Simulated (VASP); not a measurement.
# MgO in VASP: further runs, part 2 of 2

VASP 6.6.1. The steps go on from the part before.

### 5 Single point, r2SCAN (epitaxial 111 strain +3.0%)

POSCAR reads:

```
MgO
1.0
   -0.0559818621      2.1092505758      2.1092505758
    2.1092505758     -0.0559818621      2.1092505758
    2.1092505758      2.1092505758     -0.0559818621
Mg O
1 1
Direct
    0.0000000000      0.0000000000      0.0000000000
    0.5000000000      0.5000000000      0.5000000000
```

INCAR.step1 reads:

```
PREC     = Accurate       # precision mode
ENCUT    = 920            # plane-wave cutoff, eV
ISMEAR   = 0              # smearing method
SIGMA    = 0.01           # smearing width, eV
LREAL    = False          # projectors in reciprocal space
LASPH    = True           # aspherical terms in the spheres
NELM     = 120            # most SCF steps
NBANDS   = 15             # bands
GGA      = PE             # functional
ALGO     = Normal         # electronic algorithm
EDIFF    = 1E-5           # SCF threshold, eV
LWAVE    = True           # write WAVECAR
LCHARG   = False          # write CHGCAR
GGA_COMPAT= False
```

INCAR.step2 reads:

```
PREC     = Accurate       # precision mode
ENCUT    = 920            # plane-wave cutoff, eV
EDIFF    = 1E-6           # SCF threshold, eV
ISMEAR   = 0              # smearing method
SIGMA    = 0.01           # smearing width, eV
LREAL    = False          # projectors in reciprocal space
LASPH    = True           # aspherical terms in the spheres
NELM     = 120            # most SCF steps
ALGO     = Normal         # electronic algorithm
ISIF     = 2              # what is computed and relaxed
LWAVE    = False          # write WAVECAR
LCHARG   = True           # write CHGCAR
METAGGA  = R2SCAN         # meta-GGA
LMIXTAU  = True         
LELF     = True           # ELF
LVHAR    = True         
NBANDS   = 15             # bands
ISTART   = 1            
GGA_COMPAT= False
```

KPOINTS reads:

```
regular mesh
0
Gamma
  10 10 10
```

Potentials or basis: VASP PAW PBE potentials, release 64 (Mg_sv, O).

On the command line:

```sh
> cat potpaw_PBE.64/Mg_sv/POTCAR potpaw_PBE.64/O/POTCAR > POTCAR
> cp INCAR.step1 INCAR
> mpirun -np 1 vasp_std > vasp.out
> cp INCAR.step2 INCAR
> mpirun -np 1 vasp_std > vasp.out
```

OUTCAR:

```text
PREC = Accurate
   ENCUT = 920
   EDIFF = 1E-6
   ISMEAR = 0
   LREAL = False
   LASPH = True
   NELM = 120
   ISIF = 2
   METAGGA = R2SCAN
   ISTART = 1

 ion  position               nearest neighbor table
   1  0.000  0.000  0.000-
   2  0.500  0.500  0.500-

  LATTYP: Found a trigonal (rhomboedric) cell.
 ALAT       =     2.9834560416
 COS(alpha) =     0.4732921842

  Lattice vectors:

 A1 = (  -0.0559818621,   2.1092505758,   2.1092505758)
 A2 = (   2.1092505758,  -0.0559818621,   2.1092505758)
 A3 = (   2.1092505758,   2.1092505758,  -0.0559818621)

Analysis of symmetry for initial positions (statically):
=====================================================================
 Subroutine PRICEL returns:
 Original cell was already a primitive cell.

 Routine SETGRP: Setting up the symmetry group for a
 trigonal (rhombohedral) supercell.

 Subroutine GETGRP returns: Found 12 space group operations
 (whereof 12 operations were pure point group operations)
 out of a pool of 12 trial point group operations.

The static configuration has the point symmetry D_3d.

Analysis of symmetry for dynamics (positions and initial velocities):
=====================================================================
 Subroutine PRICEL returns:
 Original cell was already a primitive cell.

 Routine SETGRP: Setting up the symmetry group for a
 trigonal (rhombohedral) supercell.

 Subroutine GETGRP returns: Found 12 space group operations
 (whereof 12 operations were pure point group operations)
 out of a pool of 12 trial point group operations.

The dynamic configuration has the point symmetry D_3d.

 Subroutine INISYM returns: Found 12 space group operations
 (whereof 12 operations are pure point group operations),
 and found     1 'primitive' translations

----------------------------------------------------------------------------------------

[... 121 lines left out ...]
   LEPSILON=     F    determine dielectric tensor
   LRPA    =     F    only Hartree local field effects (RPA)
 non-spin polarized calculation
 Gauss-broadening in eV      SIGMA  =   0.01
  energy-cutoff  :      920.00
  volume of cell :       19.51
 maximum number of plane-waves:      1258
 NGX is ok and might be reduce to    30
   NGX = 15   NGY = 15   NGZ = 15

 number of electron      16.0000000 magnetization

 Free energy of the ion-electron system (eV)
  ---------------------------------------------------
  ext. energy  EPLUGINS =         0.00000000
  ---------------------------------------------------
  free energy    TOTEN  =       -16.11870084 eV

  energy without entropy =      -16.11870084  energy(sigma->0) =      -16.11870084

 E-fermi :   2.6647     XC(G=0): -11.8022

 val. band max:        2.3984462612   @ k =   0.0000   0.0000   0.0000
 cond. band min:       7.4075621182   @ k =   0.0000   0.0000   0.0000
 fundamental gap:      5.0091158570
 Fermi energy:         2.6647302183

 k-point     1 :       0.0000    0.0000    0.0000
  band No.  band energies     occupation
      1     -72.9398      2.00000
      2     -38.0405      2.00000
      3     -38.0239      2.00000
      4     -38.0239      2.00000
      5     -15.7589      2.00000
      6       2.1241      2.00000
      7       2.1241      2.00000
      8       2.3984      2.00000
      9       7.4076      0.00000
     10      18.4331      0.00000
     11      18.4331      0.00000
     12      19.6349      0.00000
     13      22.7533      0.00000
     14      24.6069      0.00000
[... 401 lines left out ...]
      2     -38.0835      2.00000
      3     -38.0484      2.00000
      4     -38.0432      2.00000
      5     -14.6470      2.00000
      6      -1.2157      2.00000
      7       0.8466      2.00000
      8       1.3124      2.00000
      9      12.4430      0.00000
     10      13.1320      0.00000
     11      16.5894      0.00000
     12      21.0840      0.00000
     13      21.4928      0.00000
     14      28.0415      0.00000
     15      29.7569      0.00000

 [... further k-points ...]

------------------------ aborting loop because EDIFF is reached ----------------------------------------

  FORCE on cell =-STRESS in cart. coord.  units (eV):
  Direction    XX          YY          ZZ          XY          YZ          ZX
  --------------------------------------------------------------------------------------
  -------------------------------------------------------------------------------------
  Total       -0.8364607     -0.8364607     -0.8364607      0.4424090      0.4424090      0.4424090
  in kB      -68.6737566    -68.6737566    -68.6737566     36.3219554     36.3219554     36.3219554
  external PRESSURE =     -68.6737566 kB  Pullay stress =       0.0000000 kB

 VOLUME and BASIS-vectors are now :
 -----------------------------------------------------------------------------
  energy-cutoff  :      920.00
  volume of cell :       19.51
      direct lattice vectors                 reciprocal lattice vectors
    -0.055981862  2.109250576  2.109250576    -0.227816411  0.234027769  0.234027769
     2.109250576 -0.055981862  2.109250576     0.234027769 -0.227816411  0.234027769
     2.109250576  2.109250576 -0.055981862     0.234027769  0.234027769 -0.227816411

 POSITION                                       TOTAL-FORCE (eV/Angst)
 -----------------------------------------------------------------------------------
      0.00000      0.00000      0.00000         0.000000      0.000000     -0.000000
      2.08126      2.08126      2.08126        -0.000000     -0.000000      0.000000
 -----------------------------------------------------------------------------------
    total drift:                                0.000000      0.000000      0.000000

  FREE ENERGIE OF THE ION-ELECTRON SYSTEM (eV)
  ---------------------------------------------------
  free  energy   TOTEN  =       -16.1187008413 eV

  energy  without entropy=      -16.1187008413  energy(sigma->0) =      -16.11870084
```

OSZICAR.step1:

```text
N       E                     dE             d eps       ncg     rms          rms(c)
DAV:   1     0.166356108294E+03    0.16636E+03   -0.14070E+04  3480   0.187E+03
DAV:   2    -0.710347697027E+01   -0.17346E+03   -0.16332E+03  4103   0.452E+02
DAV:   3    -0.133571926592E+02   -0.62537E+01   -0.62169E+01  4600   0.808E+01
DAV:   4    -0.134635314329E+02   -0.10634E+00   -0.10632E+00  3994   0.102E+01
DAV:   5    -0.134654856167E+02   -0.19542E-02   -0.19542E-02  4456   0.115E+00    0.863E+00
DAV:   6    -0.118924633355E+02    0.15730E+01   -0.26423E+00  3802   0.148E+01    0.291E+00
DAV:   7    -0.118776960524E+02    0.14767E-01   -0.13534E-01  4054   0.344E+00    0.176E+00
DAV:   8    -0.118669258069E+02    0.10770E-01   -0.40835E-02  4320   0.230E+00    0.345E-01
DAV:   9    -0.118657217977E+02    0.12040E-02   -0.38538E-03  3984   0.567E-01    0.102E-01
DAV:  10    -0.118659291915E+02   -0.20739E-03   -0.29760E-04  4271   0.194E-01    0.507E-02
DAV:  11    -0.118659202630E+02    0.89285E-05   -0.27893E-05  4348   0.557E-02
   1 F= -.11865920E+02 E0= -.11865920E+02  d E =-.172161-173
```

Wall time 4.1 min (1 thread of Intel Xeon Platinum 8259CL at 2.50GHz (Skylake/Cascade Lake), shared host); peak memory 0.22 GiB.

What came out:

* Free energy: -16.1187 eV
* Pressure: -6.9 GPa
* Band gap on the k mesh: 5.01 eV

Caveat: the cell differs from its parent crystal (epitaxial 111 strain +3.0%); the cell stands under tension; the PAW data sets were made with another functional, which shifts forces and pressure a little.

### 6 Single point, PBE (epitaxial 111 strain +4.0%)

INCAR reads:

```
SYSTEM = MgO
ALGO = Normal
EDIFF = 1E-6
ENCUT = 840
GGA = PE
GGA_COMPAT = .False.
ISIF = 2
ISMEAR = -1
LASPH = .True.
LCHARG = .False.
LREAL = .False.
LWAVE = .False.
NBANDS = 15
NELM = 120
PREC = Accurate
SIGMA = 0.02
```

KPOINTS reads:

```
k-points
0
Gamma
  10 10 10
  0 0 0
```

POSCAR reads:

```
MgO
1.0
   -0.0747404213      2.1115136908      2.1115136908
    2.1115136908     -0.0747404213      2.1115136908
    2.1115136908      2.1115136908     -0.0747404213
Mg O
1 1
Direct
    0.0000000000      0.0000000000      0.0000000000
    0.5000000000      0.5000000000      0.5000000000
```

Potentials or basis: VASP PAW PBE potentials, release 64 (Mg_sv, O).

On the command line:

```sh
> cat potpaw_PBE.64/Mg_sv/POTCAR potpaw_PBE.64/O/POTCAR > POTCAR
> mpirun -np 1 vasp_std > vasp.out
```

OUTCAR:

```text
SYSTEM = MgO
   EDIFF = 1E-6
   ENCUT = 840
   GGA = PE
   ISIF = 2
   ISMEAR = -1
   LASPH = .True.
   LREAL = .False.
   NELM = 120
   PREC = Accurate

 ion  position               nearest neighbor table
   1  0.000  0.000  0.000-
   2  0.500  0.500  0.500-

  LATTYP: Found a trigonal (rhomboedric) cell.
 ALAT       =     2.9870664980
 COS(alpha) =     0.4643125193

  Lattice vectors:

 A1 = (  -0.0747404213,   2.1115136908,   2.1115136908)
 A2 = (   2.1115136908,  -0.0747404213,   2.1115136908)
 A3 = (   2.1115136908,   2.1115136908,  -0.0747404213)

Analysis of symmetry for initial positions (statically):
=====================================================================
 Subroutine PRICEL returns:
 Original cell was already a primitive cell.

 Routine SETGRP: Setting up the symmetry group for a
 trigonal (rhombohedral) supercell.

 Subroutine GETGRP returns: Found 12 space group operations
 (whereof 12 operations were pure point group operations)
 out of a pool of 12 trial point group operations.

The static configuration has the point symmetry D_3d.

Analysis of symmetry for dynamics (positions and initial velocities):
=====================================================================
 Subroutine PRICEL returns:
 Original cell was already a primitive cell.

 Routine SETGRP: Setting up the symmetry group for a
 trigonal (rhombohedral) supercell.

 Subroutine GETGRP returns: Found 12 space group operations
 (whereof 12 operations were pure point group operations)
 out of a pool of 12 trial point group operations.

The dynamic configuration has the point symmetry D_3d.

 Subroutine INISYM returns: Found 12 space group operations
 (whereof 12 operations are pure point group operations),
 and found     1 'primitive' translations

----------------------------------------------------------------------------------------

                                     Primitive cell

  volume of cell :      19.8276

  direct lattice vectors                    reciprocal lattice vectors
[... 118 lines left out ...]
 non-spin polarized calculation
  energy-cutoff  :      840.00
  volume of cell :       19.83
 maximum number of plane-waves:      1127
   NGX = 15   NGY = 15   NGZ = 15

 number of electron      16.0000010 magnetization

 Free energy of the ion-electron system (eV)
  ---------------------------------------------------
  ext. energy  EPLUGINS =         0.00000000
  ---------------------------------------------------
  free energy    TOTEN  =       -11.84937827 eV

  energy without entropy =      -11.84937827  energy(sigma->0) =      -11.84937827

 E-fermi :   3.3436     XC(G=0): -11.0971

 val. band max:        2.7454955588   @ k =   0.0000   0.0000   0.0000
 cond. band min:       6.6551241556   @ k =   0.0000   0.0000   0.0000
 fundamental gap:      3.9096285968
 Fermi energy:         3.3436461495

 k-point     1 :       0.0000    0.0000    0.0000
  band No.  band energies     occupation
      1     -69.9925      2.00000
      2     -36.7365      2.00000
      3     -36.7170      2.00000
      4     -36.7170      2.00000
      5     -14.4464      2.00000
      6       2.3977      2.00000
      7       2.3977      2.00000
      8       2.7455      2.00000
      9       6.6551      0.00000
     10      17.4848      0.00000
     11      17.4848      0.00000
     12      19.0469      0.00000
     13      21.6550      0.00000
     14      23.4847      0.00000
[... 401 lines left out ...]
      2     -36.7789      2.00000
      3     -36.7411      2.00000
      4     -36.7358      2.00000
      5     -13.3367      2.00000
      6      -0.8752      2.00000
      7       1.1463      2.00000
      8       1.6903      2.00000
      9      11.5099      0.00000
     10      12.4511      0.00000
     11      15.5241      0.00000
     12      19.7437      0.00000
     13      20.3489      0.00000
     14      26.7133      0.00000
     15      28.1608      0.00000

 [... further k-points ...]

------------------------ aborting loop because EDIFF is reached ----------------------------------------

  FORCE on cell =-STRESS in cart. coord.  units (eV):
  Direction    XX          YY          ZZ          XY          YZ          ZX
  --------------------------------------------------------------------------------------
  -------------------------------------------------------------------------------------
  Total       -0.5171624     -0.5171624     -0.5171624      0.5451775      0.5451775      0.5451775
  in kB      -41.7895306    -41.7895306    -41.7895306     44.0532973     44.0532973     44.0532973
  external PRESSURE =     -41.7895306 kB  Pullay stress =       0.0000000 kB

 VOLUME and BASIS-vectors are now :
 -----------------------------------------------------------------------------
  energy-cutoff  :      840.00
  volume of cell :       19.83
      direct lattice vectors                 reciprocal lattice vectors
    -0.074740421  2.111513691  2.111513691    -0.224581127  0.232822244  0.232822244
     2.111513691 -0.074740421  2.111513691     0.232822244 -0.224581127  0.232822244
     2.111513691  2.111513691 -0.074740421     0.232822244  0.232822244 -0.224581127

 POSITION                                       TOTAL-FORCE (eV/Angst)
 -----------------------------------------------------------------------------------
      0.00000      0.00000      0.00000         0.000000      0.000000     -0.000000
      2.07414      2.07414      2.07414        -0.000000     -0.000000      0.000000
 -----------------------------------------------------------------------------------
    total drift:                                0.000000      0.000000      0.000000

  FREE ENERGIE OF THE ION-ELECTRON SYSTEM (eV)
  ---------------------------------------------------
  free  energy   TOTEN  =       -11.8493782692 eV

  energy  without entropy=      -11.8493782692  energy(sigma->0) =      -11.84937827
```

OSZICAR:

```text
N       E                     dE             d eps       ncg     rms          rms(c)
DAV:   1     0.155133984582E+03    0.15513E+03   -0.13446E+04  3480   0.176E+03
DAV:   2    -0.777008354835E+01   -0.16290E+03   -0.15381E+03  4054   0.428E+02
DAV:   3    -0.133551333018E+02   -0.55850E+01   -0.55542E+01  4553   0.766E+01
DAV:   4    -0.134464514568E+02   -0.91318E-01   -0.91306E-01  3921   0.954E+00
DAV:   5    -0.134483630405E+02   -0.19116E-02   -0.19116E-02  4453   0.113E+00    0.863E+00
DAV:   6    -0.118771663538E+02    0.15712E+01   -0.26646E+00  3809   0.147E+01    0.293E+00
DAV:   7    -0.118615851337E+02    0.15581E-01   -0.13783E-01  4012   0.339E+00    0.176E+00
DAV:   8    -0.118504346839E+02    0.11150E-01   -0.42079E-02  4376   0.231E+00    0.351E-01
DAV:   9    -0.118491748202E+02    0.12599E-02   -0.39878E-03  3998   0.574E-01    0.102E-01
DAV:  10    -0.118493876323E+02   -0.21281E-03   -0.30267E-04  4236   0.195E-01    0.524E-02
DAV:  11    -0.118493779502E+02    0.96821E-05   -0.29254E-05  4369   0.580E-02    0.574E-03
DAV:  12    -0.118493782692E+02   -0.31899E-06   -0.70021E-07  3301   0.126E-02
   1 F= -.11849378E+02 E0= -.11849378E+02  d E =-.136269E-15
```

Run time: 52 s. Hardware: 1 thread of AMD EPYC 7R13 (Zen 3), shared host; peak memory 0.17 GiB.

Results:

| Quantity | Value |
| --- | --- |
| Free energy | -11.8494 eV |
| Pressure | -4.2 GPa |
| Band gap on the k mesh | 3.91 eV |

Stress tensor (GPa, compression positive):
```
-4.18  4.41  4.41
 4.41 -4.18  4.41
 4.41  4.41 -4.18
```

Caveat: the cell differs from its parent crystal (epitaxial 111 strain +4.0%); the cell stands under tension.

### 7 Summary

```csv
level,potentials or basis,cell,k mesh,cutoff (eV),smearing,grid for exact exchange (PRECFOCK),share of exact exchange,screening parameter,gap on the mesh (eV),pressure (GPa)
HSE06,"VASP PAW PBE potentials, release 64 (Mg, O)","a = 2.987 Å, angles 62.3°, 2 atoms",8 × 8 × 8,520,gaussian 0.01 eV,Normal,0.25,0.2079 1/Å,5.55,-10.1
r2SCAN,"VASP PAW PBE potentials, release 64 (Mg_sv, O)","a = 2.973 Å, angles 60.0°, 2 atoms",10 × 10 × 10,920,gaussian 0.01 eV,-,-,-,5.70,0.5
r2SCAN,"VASP PAW PBE potentials, release 64 (Mg_sv, O)","a = 2.961 Å, angles 57.6°, 2 atoms",10 × 10 × 10,920,gaussian 0.01 eV,-,-,-,6.20,14.0
r2SCAN,"VASP PAW PBE potentials, release 64 (Mg_sv, O)","a = 2.983 Å, angles 61.8°, 2 atoms",10 × 10 × 10,920,gaussian 0.01 eV,-,-,-,5.01,-6.9
PBE,"VASP PAW PBE potentials, release 64 (Mg_sv, O)","a = 2.987 Å, angles 62.3°, 2 atoms",10 × 10 × 10,840,fermi-dirac 0.02 eV,-,-,-,3.91,-4.2
```

Alike in all rows: task single point; no spin polarisation.

Caveats: the PAW data sets were made with another functional, which shifts forces and pressure a little (at least some runs); the cell stands under tension (at least some runs); the cell stands under pressure (at least some runs).

Absolute energies hang on the potentials; compare differences alone.
